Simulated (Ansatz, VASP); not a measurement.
## One calculation of TiAl, two programs

```
Ti Al
1.0
    -2.84755    0.00000    0.00000
     0.00000    4.93210    0.00000
     1.42377   -2.46605   -4.61919
Ti Al
2 2
Direct
  0.50212 0.48269 0.00424
  0.99788 0.97845 0.99576
  0.75000 0.10624 0.50000
  0.25000 0.62936 0.50000
```

Change from the starting cell: mode 6 frozen in at +0.170 Å and mode 11 at -0.057 Å (largest displacements).

Alike in both runs: task single point; functional PBEsol; k mesh 16 × 16 × 16; occupations gaussian, width 0.15 eV; no spin polarisation.

|  | VASP | Ansatz |
| --- | --- | --- |
| version | VASP 6.6.1 | Ansatz 0.2.0 |
| potentials or method | VASP PAW PBE potentials, release 64 (Ti_sv, Al), cutoff 520 eV | scalar-relativistic, plane waves, PAW |
| valence electrons in the cell | 30 | 30 |

|  | VASP | Ansatz | Ansatz less VASP |
| --- | --- | --- | --- |
| gap on the k mesh at the Fermi level (eV) | none | none | - |
| pressure (GPa) | 0.8 | 0.8 | -0.03 |
| traceless stress, the component that is largest in VASP (GPa) | -4.87 | -4.82 | +0.051 |
| rms of the force components (eV/Å) | 0.310 | 0.309 | -0.0009 |

VASP's potentials were made for PBE, not for PBEsol, and Ansatz warns of the same on its side. Atom by atom the forces differ by 0.001 eV/Å (rms over components). A gap of «none» marks a metal or a gap that the smearing closes. The functional is the same, so the differences come from potentials, cutoffs and numerics.
